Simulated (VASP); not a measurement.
CsPbCl3, 5 atoms in the cell. Symmetry: Pm-3m, No. 221, cubic system. Conventional cell: a = 5.605 Å, b = 5.605 Å, c = 5.605 Å, α = 90.00°, β = 90.00°, γ = 90.00°. Cs (site symmetry m-3m) has 12 Cl at 3.96 Å and 8 Pb at 4.85 Å within 5.2 Å. Pb (site symmetry m-3m) has 6 Cl at 2.80 Å within 3.7 Å. Within 3.7 Å of Cl (site symmetry 4/mmm) lie 2 Pb at 2.80 Å. 

| Item | Value |
| --- | --- |
| Program | VASP 6.6.1 |
| Task | relaxation of cell and atoms |
| Functional | RPBE |
| Potentials or basis | VASP PAW PBE potentials, release 64 (Cs_sv, Pb_d, Cl) |
| Cutoff | 600 eV |
| k mesh | 4 × 4 × 4 |
| Occupations | gaussian, width 0.01 eV |
| Spin | no spin polarisation |
| Dipole correction | no |
| Further INCAR settings | ALGO = Normal; EDIFF = 1e-07; IBRION = 2; EDIFFG = -0.01; NSW = 80; ISIF = 3 |

Potentials or basis: VASP PAW PBE potentials, release 64 (Cs_sv, Pb_d, Cl).

Command:

```bash
$ cat potpaw_PBE.64/Cs_sv/POTCAR potpaw_PBE.64/Pb_d/POTCAR potpaw_PBE.64/Cl/POTCAR > POTCAR
$ mpirun -np 1 vasp_std > vasp.out
```

Hardware: 1 thread of Intel(R) Xeon(R) 6975P-C (Granite Rapids), with other jobs on the host.

**Question.** How long does it take, and how much memory?

**Answer.** Wall time 2.2 min on 1 thread of Intel(R) Xeon(R) 6975P-C (Granite Rapids) (shared host), peak memory 0.36 GiB. Counts: scf iterations 47, k points 10, ion steps 4.
